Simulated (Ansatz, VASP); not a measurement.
**One calculation of LiCl, two programs**

Contents of INCAR:

```
PREC = Accurate
ENCUT = 520
EDIFF = 1E-7
ISMEAR = 0
SIGMA = 0.05
LREAL = False
LASPH = True
NELM = 100
ALGO = Normal
ISIF = 2
LWAVE = False
LCHARG = False
GGA = PE
NBANDS = 12
```

The input KPOINTS:

```
Automatic mesh
0
Gamma
  8 8 8
```

The input POSCAR:

```
LiCl
1.0
    0.0000000000      2.7699408000      2.5647600000
    2.7699408000      0.0000000000      2.5647600000
    2.7699408000      2.7699408000      0.0000000000
Li Cl
1 1
Direct
    0.0000000000      0.0000000000      0.0000000000
    0.5000000000      0.5000000000      0.5000000000
```

Input for Ansatz:

```yaml
crystal:
  lattice:
    - [0.0, 2.7699408, 2.56476]
    - [2.7699408, 0.0, 2.56476]
    - [2.7699408, 2.7699408, 0.0]
  atoms:
    - { symbol: Li, position: [0.0, 0.0, 0.0] }
    - { symbol: Cl, position: [0.5, 0.5, 0.5] }
basis:
  ecutwfc: 420
kpoints:
  mp_grid: { grid: [8, 8, 8] }
hamiltonian:
  xc: pbe
scf:
  occupations: { method: gaussian, width: 0.05 }
output:
  forces: true
  stress: true
  eigenvalues: true
```

Change from the starting cell: strain +0.080 along x and y, +0.000 along z, atoms carried along.

Alike in both runs: task single point; functional PBE; k mesh 8 × 8 × 8; occupations gaussian, width 0.05 eV; no spin polarisation.

|  | VASP | Ansatz |
| --- | --- | --- |
| version | VASP 6.6.1 | Ansatz 0.2.0 |
| potentials or method | VASP PAW PBE potentials, release 64 (Li_sv, Cl), cutoff 520 eV | scalar-relativistic, plane waves, PAW |
| valence electrons in the cell | 10 | 10 |

Ansatz gave:

| Property | Result |
| --- | --- |
| gap on the k mesh at the Fermi level (eV) | 5.49 |
| least direct gap on the mesh (eV) | 5.49 |

What did VASP give for the same quantities?

gap on the k mesh at the Fermi level (eV): 5.50; least direct gap on the mesh (eV): 5.50.

Noted on VASP's run: the cutoff is short for stress, so the pressure is rough.
